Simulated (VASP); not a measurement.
# Sb (P6_3/mmc) in VASP: further runs

Runs on Sb. Level: PBEsol. Tasks: single point, relaxation of cell and atoms.

Everything below comes from runs of VASP 6.6.1. Logs are shortened: lines on timing, memory, paths and dates and some standing lists are left out, and cuts for length are marked.

## (1) The cell of the first run

The structure is hexagonal, space group P6_3/mmc (No. 194). The conventional cell has a = 3.292 Å, b = 3.292 Å, c = 11.139 Å, α = 90.00°, β = 90.00°, γ = 120.00°. Sb (site symmetry -3m) has 12 Sb at 3.29 to 3.37 Å within 4.3 Å. Within 4.3 Å of Sb (site symmetry -6m2) lie 12 Sb at 3.29 to 3.37 Å.

## (2) Single point, PBEsol

INCAR reads:

```
SYSTEM = Sb
  PREC = Accurate
  ENCUT = 520
  EDIFF = 1E-6
  ISMEAR = -1
  SIGMA = 0.1
  LREAL = .False.
  LASPH = .True.
  NELM = 80
  ALGO = Normal
  ISIF = 2
  LWAVE = .False.
  LCHARG = .False.
  GGA = PS
  NBANDS = 18
```

KPOINTS reads:

```
Automatic mesh
0
Gamma
  15 15 4
  0 0 0
```

POSCAR reads:

```
Sb
1.0
    3.2915621278      0.0000000000      0.0000000000
   -1.6457810639      2.8505764208      0.0000000000
    0.0000000000      0.0000000000     11.1394246005
Sb
4
Direct
    0.0000000000      1.0000000000      0.0000000000
    0.0000000000      1.0000000000      0.5000000000
    0.3333333333      0.6666666667      0.2500000000
    0.6666666667      0.3333333333      0.7500000000
```

Potentials or basis: VASP PAW PBE potentials, release 64 (Sb).

Run with:

```bash
$ cat potpaw_PBE.64/Sb/POTCAR > POTCAR
$ mpirun -np 1 vasp_std > vasp.out
```

OUTCAR:

```text
SYSTEM = Sb
   PREC = Accurate
   ENCUT = 520
   EDIFF = 1E-6
   ISMEAR = -1
   LREAL = .False.
   LASPH = .True.
   NELM = 80
   ISIF = 2
   GGA = PS

 ion  position               nearest neighbor table
   1  0.000  0.000  0.000-   3 3.37   4 3.37   3 3.37   4 3.37   4 3.37   3 3.37
   2  0.000  0.000  0.500-   3 3.37   4 3.37   3 3.37   4 3.37   4 3.37   3 3.37
   3  0.333  0.667  0.250-   1 3.37   2 3.37   1 3.37   2 3.37   1 3.37   2 3.37
   4  0.667  0.333  0.750-   1 3.37   2 3.37   1 3.37   2 3.37   1 3.37   2 3.37

  LATTYP: Found a hexagonal cell.
 ALAT       =     3.2915621278
 C/A-ratio  =     3.3842364713

  Lattice vectors:

 A1 = (   3.2915621278,   0.0000000000,   0.0000000000)
 A2 = (  -1.6457810639,   2.8505764208,   0.0000000000)
 A3 = (   0.0000000000,   0.0000000000,  11.1394246005)

Analysis of symmetry for initial positions (statically):
=====================================================================
 Subroutine PRICEL returns:
 Original cell was already a primitive cell.

 Routine SETGRP: Setting up the symmetry group for a
 hexagonal supercell.

 Subroutine GETGRP returns: Found 24 space group operations
 (whereof 12 operations were pure point group operations)
 out of a pool of 24 trial point group operations.

The static configuration has the point symmetry D_3d.
 The point group associated with its full space group is D_6h.

Analysis of symmetry for dynamics (positions and initial velocities):
=====================================================================
 Subroutine PRICEL returns:
 Original cell was already a primitive cell.

 Routine SETGRP: Setting up the symmetry group for a
 hexagonal supercell.

 Subroutine GETGRP returns: Found 24 space group operations
 (whereof 12 operations were pure point group operations)
 out of a pool of 24 trial point group operations.

The dynamic configuration has the point symmetry D_3d.
 The point group associated with its full space group is D_6h.

 Subroutine INISYM returns: Found 24 space group operations
 (whereof 12 operations are pure point group operations),
 and found     1 'primitive' translations

----------------------------------------------------------------------------------------

                                     Primitive cell

  volume of cell :     104.5195

  direct lattice vectors                    reciprocal lattice vectors
     3.291562128  0.000000000  0.000000000     0.303807117  0.175403121  0.000000000
    -1.645781064  2.850576421  0.000000000     0.000000000  0.350806241  0.000000000
     0.000000000  0.000000000 11.139424600     0.000000000  0.000000000  0.089771244

[... 90 lines left out ...]
   NSW    =      0    number of steps for IOM
   IBRION =     -1    ionic relax: 0-MD 1-quasi-New 2-CG
   NFREE  =      0    steps in history (QN), initial steepest desc. (CG)
   ISIF   =      2    stress and relaxation
   ISYM   =      2    0-nonsym 1-usesym 2-fastsym
   POTIM  = 0.5000    time-step for ionic-motion
   TEBEG  =    0.0;   TEEND  =   0.0 temperature during run
   PSTRESS=    0.0 pullay stress
   NELECT =      20.0000    total number of electrons
   NUPDOWN=      -1.0000    fix difference up-down
   EMIN   =  10.00;   EMAX   =-10.00  energy-range for DOS
   EFERMI =   0.00;   METHOD = LEGACY
   ISMEAR =    -1;   SIGMA  =   0.10  broadening in eV -4-tet -1-fermi 0-gaus
   EFERMI_NEDOS =   21; number of points for ismear=-14 and -15
   IALGO  =     38    algorithm
   IMIX   =      4    mixing-type and parameters
     AMIX     =   0.40;   BMIX     =  1.00
     AMIX_MAG =   1.60;   BMIX_MAG =  1.00
  volume/ion in A,a.u.               =      26.13       176.33
  Fermi-wavevector in a.u.,A,eV,Ry     =   0.943378  1.782726 12.108664  0.889962
  Thomas-Fermi vector in A             =   2.071079
   LORBIT       =      0    0 simple, 1 ext, 2 COOP (PROOUT), +10 PAW based schemes
   GGA     = PS    functional components
   LHFCALC =     F    Hartree Fock is set to
   AEXX    =    0.0000 exact exchange contribution
   IVDW    =     0    specifies the selected vdW correction
   LEPSILON=     F    determine dielectric tensor
   LRPA    =     F    only Hartree local field effects (RPA)
 non-spin polarized calculation
  energy-cutoff  :      520.00
  volume of cell :      104.52
 maximum number of plane-waves:      2840
   NGX = 13   NGY = 13   NGZ = 41

 number of electron      20.0000003 magnetization

 Free energy of the ion-electron system (eV)
  ---------------------------------------------------
  ext. energy  EPLUGINS =         0.00000000
  ---------------------------------------------------
  free energy    TOTEN  =       -17.35567194 eV

  energy without entropy =      -17.27750330  energy(sigma->0) =      -17.31658762

 E-fermi :   8.7797     XC(G=0): -10.4617

 val. band max:        8.7610554587   @ k =   0.3333   0.2000   0.5000
 cond. band min:       8.7890913200   @ k =   0.2667   0.2000   0.5000
 fundamental gap:      0.0280358613
 Fermi energy:         8.7797060168

 k-point     1 :       0.0000    0.0000    0.0000
  band No.  band energies     occupation
      1      -4.4068      2.00000
      2      -3.2377      2.00000
      3      -3.2108      2.00000
      4      -0.8255      2.00000
      5       2.7008      2.00000
      6       7.5387      1.99999
[... 481 lines left out ...]
      5       3.5403      2.00000
      6       3.7960      2.00000
[... 10 lines left out ...]
     17      14.5429      0.00000
     18      14.5777      0.00000

 [... further k-points ...]

------------------------ aborting loop because EDIFF is reached ----------------------------------------

  FORCE on cell =-STRESS in cart. coord.  units (eV):
  Direction    XX          YY          ZZ          XY          YZ          ZX
  --------------------------------------------------------------------------------------
  -------------------------------------------------------------------------------------
  Total        0.3142146      0.3142146     -0.2919306     -0.0000000      0.0000000      0.0000000
  in kB        4.8165866      4.8165866     -4.4749964     -0.0000000      0.0000000      0.0000000
  external PRESSURE =       1.7193923 kB  Pullay stress =       0.0000000 kB

 VOLUME and BASIS-vectors are now :
 -----------------------------------------------------------------------------
  energy-cutoff  :      520.00
  volume of cell :      104.52
      direct lattice vectors                 reciprocal lattice vectors
     3.291562128  0.000000000  0.000000000     0.303807117  0.175403121  0.000000000
    -1.645781064  2.850576421  0.000000000     0.000000000  0.350806241  0.000000000
     0.000000000  0.000000000 11.139424600     0.000000000  0.000000000  0.089771244

 POSITION                                       TOTAL-FORCE (eV/Angst)
 -----------------------------------------------------------------------------------
      0.00000      0.00000      0.00000        -0.000000      0.000000      0.000000
      0.00000      0.00000      5.56971        -0.000000      0.000000      0.000000
     -0.00000      1.90038      2.78486        -0.000000     -0.000000     -0.000000
      1.64578      0.95019      8.35457         0.000000      0.000000      0.000000
 -----------------------------------------------------------------------------------
    total drift:                               -0.000000      0.000000     -0.000000

  FREE ENERGIE OF THE ION-ELECTRON SYSTEM (eV)
  ---------------------------------------------------
  free  energy   TOTEN  =       -17.3556719389 eV

  energy  without entropy=      -17.2775032954  energy(sigma->0) =      -17.31658762
```

Run time: 66 s. Hardware: 1 thread of Intel Xeon Platinum 8259CL at 2.50GHz (Skylake/Cascade Lake), shared host; peak memory 0.27 GiB.

Results:

```
Free energy            : -17.3557 eV
Pressure               : 0.2 GPa
Band gap on the k mesh : zero (band 10 reaches 13.61 eV, above the bottom of band 11 at 6.07 eV)
```

Caveat: the PAW data sets were made with another functional, which shifts forces and pressure a little; spin-orbit coupling is left out, which moves the levels of the heavy elements.

## (3) Single point, PBEsol

INCAR reads:

```
SYSTEM = Sb
PREC = Accurate ; ENCUT = 500
EDIFF = 1E-6 ; ISMEAR = -1
SIGMA = 0.1 ; LREAL = .FALSE.
LASPH = .TRUE. ; NELM = 120
ALGO = Normal ; ISIF = 2
LWAVE = .FALSE. ; LCHARG = .FALSE.
GGA = PS ; NBANDS = 18
GGA_COMPAT = .FALSE.
```

KPOINTS reads:

```
regular mesh
0
G
  11 11 3
  0 0 0
```

POSCAR is that of step 2.

Potentials or basis: VASP PAW PBE potentials, release 64 (Sb).

Run with:

```bash
$ cat potpaw_PBE.64/Sb/POTCAR > POTCAR
$ mpirun -np 1 vasp_std > vasp.out
```

OUTCAR:

```text
SYSTEM = Sb
   PREC = Accurate
   ENCUT = 500
   EDIFF = 1E-6
   ISMEAR = -1
   LREAL = .FALSE.
   LASPH = .TRUE.
   NELM = 120
   ISIF = 2
   GGA = PS

 ion  position               nearest neighbor table
   1  0.000  0.000  0.000-   3 3.37   4 3.37   3 3.37   4 3.37   4 3.37   3 3.37
   2  0.000  0.000  0.500-   3 3.37   4 3.37   3 3.37   4 3.37   4 3.37   3 3.37
   3  0.333  0.667  0.250-   1 3.37   2 3.37   1 3.37   2 3.37   1 3.37   2 3.37
   4  0.667  0.333  0.750-   1 3.37   2 3.37   1 3.37   2 3.37   1 3.37   2 3.37

  LATTYP: Found a hexagonal cell.
 ALAT       =     3.2915621278
 C/A-ratio  =     3.3842364713

  Lattice vectors:

 A1 = (   3.2915621278,   0.0000000000,   0.0000000000)
 A2 = (  -1.6457810639,   2.8505764208,   0.0000000000)
 A3 = (   0.0000000000,   0.0000000000,  11.1394246005)

Analysis of symmetry for initial positions (statically):
=====================================================================
 Subroutine PRICEL returns:
 Original cell was already a primitive cell.

 Routine SETGRP: Setting up the symmetry group for a
 hexagonal supercell.

 Subroutine GETGRP returns: Found 24 space group operations
 (whereof 12 operations were pure point group operations)
 out of a pool of 24 trial point group operations.
[... 172 lines left out ...]
 fundamental gap:      0.0385727976
 Fermi energy:         8.8048651453

 k-point     1 :       0.0000    0.0000    0.0000
  band No.  band energies     occupation
      1      -4.4074      2.00000
      2      -3.2300      2.00000
      3      -3.2201      2.00000
      4      -0.8270      2.00000
      5       2.7014      2.00000
      6       7.5415      1.99999
[... 481 lines left out ...]
      5       4.5547      2.00000
      6       6.1578      2.00000
[... 10 lines left out ...]
     17      15.9399      0.00000
     18      16.1565      0.00000

 [... further k-points ...]

------------------------ aborting loop because EDIFF is reached ----------------------------------------

  FORCE on cell =-STRESS in cart. coord.  units (eV):
  Direction    XX          YY          ZZ          XY          YZ          ZX
  --------------------------------------------------------------------------------------
  -------------------------------------------------------------------------------------
  Total       -0.0020094     -0.0020094     -0.0072093      0.0000000      0.0000000      0.0000000
  in kB       -0.0308028     -0.0308028     -0.1105109      0.0000000      0.0000000      0.0000000
  external PRESSURE =      -0.0573721 kB  Pullay stress =       0.0000000 kB

 VOLUME and BASIS-vectors are now :
 -----------------------------------------------------------------------------
  energy-cutoff  :      500.00
  volume of cell :      104.52
      direct lattice vectors                 reciprocal lattice vectors
     3.291562128  0.000000000  0.000000000     0.303807117  0.175403121  0.000000000
    -1.645781064  2.850576421  0.000000000     0.000000000  0.350806241  0.000000000
     0.000000000  0.000000000 11.139424600     0.000000000  0.000000000  0.089771244

 POSITION                                       TOTAL-FORCE (eV/Angst)
 -----------------------------------------------------------------------------------
      0.00000      0.00000      0.00000         0.000000      0.000000     -0.000000
      0.00000      0.00000      5.56971         0.000000      0.000000     -0.000000
     -0.00000      1.90038      2.78486        -0.000000     -0.000000     -0.000000
      1.64578      0.95019      8.35457        -0.000000      0.000000      0.000000
 -----------------------------------------------------------------------------------
    total drift:                               -0.000000      0.000000     -0.000000

  FREE ENERGIE OF THE ION-ELECTRON SYSTEM (eV)
  ---------------------------------------------------
  free  energy   TOTEN  =       -17.3623128719 eV

  energy  without entropy=      -17.2849916383  energy(sigma->0) =      -17.32365226
```

Run time: 52 s. Hardware: 1 thread of Intel Xeon 8259CL, shared host; peak memory 0.22 GiB.

Results:

```
Free energy            : -17.3623 eV
Pressure               : 0.0 GPa
Band gap on the k mesh : zero (band 10 reaches 13.60 eV, above the bottom of band 11 at 6.38 eV)
```

Levels at points of the mesh, in eV from the Fermi level:
```
           k point  band 7  band 8  band 9  band 10  band 11  band 12  band 13  band 14
(0.00, 0.00, 0.00)   -1.26    4.12    4.12     4.79     4.79     4.86     4.86     4.99
```

Caveat: the PAW data sets were made with another functional, which shifts forces and pressure a little; spin-orbit coupling is left out, which moves the levels of the heavy elements.

## (4) Relaxation of cell and atoms, PBEsol

This run uses another cell than the first one, of 27.18 Å³/atom, 1.040 times its volume.

INCAR reads:

```
  ALGO = Normal
  EDIFF = 1E-7
  EDIFFG = -0.01
  ENCUT = 500
  GGA = PS
  GGA_COMPAT = False
  IBRION = 2
  ISIF = 3
  ISMEAR = -1
  LASPH = True
  LCHARG = False
  LREAL = False
  LWAVE = False
  NELM = 120
  NELMIN = 4
  NSW = 80
  PREC = Accurate
  SIGMA = 0.1
```

KPOINTS reads:

```
k-points
0
Gamma
  11 11 3
```

POSCAR reads:

```
Sb
1.0
    3.3749600568      0.0000000000      0.0000000000
   -1.6874800284      2.9228011460      0.0000000000
    0.0000000000      0.0000000000     11.0226195456
Sb
4
Direct
    0.0000000000      0.0000000000      0.0000000000
    0.0000000000      0.0000000000      0.5000000000
    0.3333333333      0.6666666667      0.2500000000
    0.6666666667      0.3333333333      0.7500000000
```

Run with:

```bash
$ cat potpaw_PBE.64/Sb/POTCAR > POTCAR
$ mpirun -np 1 vasp_std > vasp.out
```

Run time: 6.1 min. Hardware: 1 thread of Intel Xeon 8259CL, shared host; peak memory 0.26 GiB.

It converged, with:

```
Free energy                            : -17.3624 eV
Relaxed volume                         : 26.13 Å³/atom
Relaxed cell                           : a = 3.292 Å, b = 3.292 Å, c = 11.138 Å, α = 90.00°, β = 90.00°, γ = 120.00°
Space group after relaxing (to 0.05 Å) : P6_3/mmc (No. 194)
Energy gained by relaxing              : 12.5 meV/atom
Ionic steps                            : 8
Pressure after relaxing                : 0.0 GPa
Band gap on the k mesh                 : zero (band 10 reaches 13.60 eV, above the bottom of band 11 at 6.38 eV)
```

The path:
```csv
step,energy change (eV),largest force (eV/Å),pressure (GPa),volume (Å³)
1,0.0000,0.0000,-2.46,108.73
2,-0.0332,0.0000,1.53,102.30
3,-0.0405,0.0000,0.24,104.14
4,-0.0472,0.0000,0.19,104.19
5,-0.0497,0.0000,0.18,104.23
6,-0.0497,0.0000,0.19,104.23
7,-0.0497,0.0000,-0.16,104.75
8,-0.0498,0.0000,0.00,104.50
```

Final structure:
```
CELL_PARAMETERS angstrom
3.29156 0.00000 0.00000
-1.64578 2.85058 0.00000
0.00000 0.00000 11.13784
ATOMIC_POSITIONS crystal
Sb 0.00000 0.00000 0.00000
Sb 0.00000 0.00000 0.50000
Sb 0.33333 0.66667 0.25000
Sb 0.66667 0.33333 0.75000
```

Levels at points of the mesh, in eV from the Fermi level:
```
           k point  band 7  band 8  band 9  band 10  band 11  band 12  band 13  band 14
(0.00, 0.00, 0.00)   -1.26    4.12    4.12     4.79     4.79     4.86     4.86     4.99
```

Caveat: the PAW data sets were made with another functional, which shifts forces and pressure a little; spin-orbit coupling is left out, which moves the levels of the heavy elements.

## (5) The runs side by side

| task | cell | k mesh | cutoff (eV) | gap on the mesh (eV) | pressure (GPa) |
| --- | --- | --- | --- | --- | --- |
| single point | a = 3.292, b = 3.292, c = 11.139 Å, angles 90.0, 90.0, 120.0°, 4 atoms | 15 × 15 × 4 | 520 | none | 0.2 |
| single point | a = 3.292, b = 3.292, c = 11.139 Å, angles 90.0, 90.0, 120.0°, 4 atoms | 11 × 11 × 3 | 500 | none | 0.0 |
| relaxation of cell and atoms | relaxed from a = 3.375, b = 3.375, c = 11.023 Å, angles 90.0, 90.0, 120.0°, 4 atoms | 11 × 11 × 3 | 500 | none | 0.0 |

Alike in all rows: level PBEsol; potentials or basis VASP PAW PBE potentials, release 64 (Sb); no spin polarisation; smearing fermi-dirac 0.1 eV.

Caveats: the PAW data sets were made with another functional, which shifts forces and pressure a little; spin-orbit coupling is left out, which moves the levels of the heavy elements.

Total energies depend on the potentials used, so only differences within one code and one set of settings carry meaning.
